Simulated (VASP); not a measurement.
Here is a VASP 6.6.1 calculation.

The input INCAR:

```
ALGO     = Normal         # electronic algorithm
EDIFF    = 1E-6           # SCF threshold, eV
ENCUT    = 500            # plane-wave cutoff, eV
GGA      = CA             # functional
GGA_COMPAT= F            
ISIF     = 2              # what is computed and relaxed
ISMEAR   = 1              # smearing method
LASPH    = T              # aspherical terms in the spheres
LCHARG   = T              # write CHGCAR
LELF     = T              # ELF
LREAL    = F              # projectors in reciprocal space
LVHAR    = T            
LWAVE    = F              # write WAVECAR
NBANDS   = 12             # bands
NELM     = 120            # most SCF steps
PREC     = Accurate       # precision mode
SIGMA    = 0.1            # smearing width, eV
```

KPOINTS

```
k-points
0
Gamma
  7 7 7
```

The input POSCAR:

```
TeAs
1.0
    0.0000000000      2.9676670000      2.9676670000
    2.9676670000      0.0000000000      2.9676670000
    2.9676670000      2.9676670000      0.0000000000
Te As
1 1
Direct
    0.5000000000      0.5000000000      0.5000000000
    0.0000000000      0.0000000000      0.0000000000
```

Potentials or basis: VASP PAW LDA potentials, release 64 (Te, As).

Run with:

```sh
$ cat potpaw_LDA.64/Te/POTCAR potpaw_LDA.64/As/POTCAR > POTCAR
$ mpirun -np 1 vasp_std > vasp.out
```

(1) Estimate the pressure.

## Answers

(1) -4.1 GPa.
